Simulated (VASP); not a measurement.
Here is a VASP 6.6.1 calculation.

The input INCAR:

```
SYSTEM = TePb
ALGO = Normal
EDIFF = 1E-6
ENCUT = 500
GGA = PS
GGA_COMPAT = .FALSE.
ISIF = 2
ISMEAR = 0
LASPH = .TRUE.
LCHARG = .FALSE.
LREAL = .FALSE.
LWAVE = .FALSE.
NBANDS = 17
NELM = 120
PREC = Accurate
SIGMA = 0.01
```

Contents of KPOINTS:

```
k-points
0
G
  3 3 3
  0 0 0
```

Contents of POSCAR:

```
TePb
1.0
   -0.0450163731      3.2091397915      3.2091397915
    3.2091397915     -0.0450163731      3.2091397915
    3.2091397915      3.2091397915     -0.0450163731
Pb Te
1 1
Direct
    0.0000000000      0.0000000000      0.0000000000
    0.5000000000      0.5000000000      0.5000000000
```

Potentials or basis: VASP PAW PBE potentials, release 64 (Pb_d, Te).

Launch:

```bash
$ cat potpaw_PBE.64/Pb_d/POTCAR potpaw_PBE.64/Te/POTCAR > POTCAR
$ mpirun -np 1 vasp_std > vasp.out
```

Task: Predict the pressure.

Result: -0.5 GPa.

Task: Predict the band gap on the k mesh.

Result: 1.68 eV, indirect (least direct gap 1.74 eV).

Stress tensor (GPa, compression positive):
```
-0.53  0.20  0.20
 0.20 -0.53  0.20
 0.20  0.20 -0.53
```

Caveat: the k points lie up to 0.56 Å⁻¹ apart; the PAW data sets were made with another functional, which shifts forces and pressure a little; spin-orbit coupling is left out, which moves the levels of the heavy elements. A k mesh can miss the band edges.
